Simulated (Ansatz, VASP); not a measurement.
## Two plane-wave programs on SrNb

The input INCAR:

```
SYSTEM = SrNb
ALGO = Normal
EDIFF = 1E-7
EDIFFG = -0.08
ENCUT = 500
GGA = PE
GGA_COMPAT = .FALSE.
IBRION = 2
ISIF = 3
ISMEAR = 0
LASPH = .TRUE.
LCHARG = .FALSE.
LREAL = .FALSE.
LWAVE = .FALSE.
NELM = 120
NELMIN = 4
NSW = 36
PREC = Accurate
SIGMA = 0.2
```

The input KPOINTS:

```
k-points
0
G
  6 6 6
  0 0 0
```

File POSCAR:

```
SrNb
1.0
    0.0000000000      2.6778269300      2.6778269300
    2.6778269300      0.0000000000      2.6778269300
    2.6778269300      2.6778269300      0.0000000000
Sr Nb
1 1
Direct
    0.0000000000      0.0000000000      0.0000000000
    0.5000000000      0.5000000000      0.5000000000
```

Input for Ansatz:

```yaml
crystal:
  lattice:
    - [0.0, 2.67782693, 2.67782693]
    - [2.67782693, 0.0, 2.67782693]
    - [2.67782693, 2.67782693, 0.0]
  atoms:
    - { symbol: Sr, position: [0.0, 0.0, 0.0] }
    - { symbol: Nb, position: [0.5, 0.5, 0.5] }
basis:
  ecutwfc: 420
kpoints:
  mp_grid: { grid: [6, 6, 6] }
hamiltonian:
  xc: pbe
scf:
  occupations: { method: gaussian, width: 0.2 }
  lower_state_search: "off"
output:
  forces: true
  stress: true
  eigenvalues: true
relax:
  adjacent_minimum: "off"
  f_tol: 0.08
  max_steps: 16
  cell: { stress_tol: 0.8 }
```

Change from the starting cell: species swapped into the HoN type (Fm-3m, No. 225).

Alike in both runs: task relaxation of cell and atoms; functional PBE; k mesh 6 × 6 × 6; occupations gaussian, width 0.2 eV; no spin polarisation.

|  | VASP | Ansatz |
| --- | --- | --- |
| version | VASP 6.6.1 | Ansatz 0.2.0 |
| potentials or method | VASP PAW PBE potentials, release 64 (Sr_sv, Nb_sv), cutoff 500 eV | scalar-relativistic, plane waves, PAW |
| valence electrons in the cell | 23 | 23 |

Ansatz gave:

* gap on the k mesh at the Fermi level, each at its own relaxed structure (eV): none
* relaxed volume (Å³/atom): 31.03
* relaxed cell length with the largest relative difference (Å): 4.444

Question: What did VASP give for the same quantities?

Answer: gap on the k mesh at the Fermi level, each at its own relaxed structure (eV): none; relaxed volume (Å³/atom): 31.37; relaxed cell length with the largest relative difference (Å): 4.460.

A gap of «none» marks a metal or a gap that the smearing closes.

Noted on VASP's run: the volume moved by over 15 % at a fixed basis, so the end points are rough.
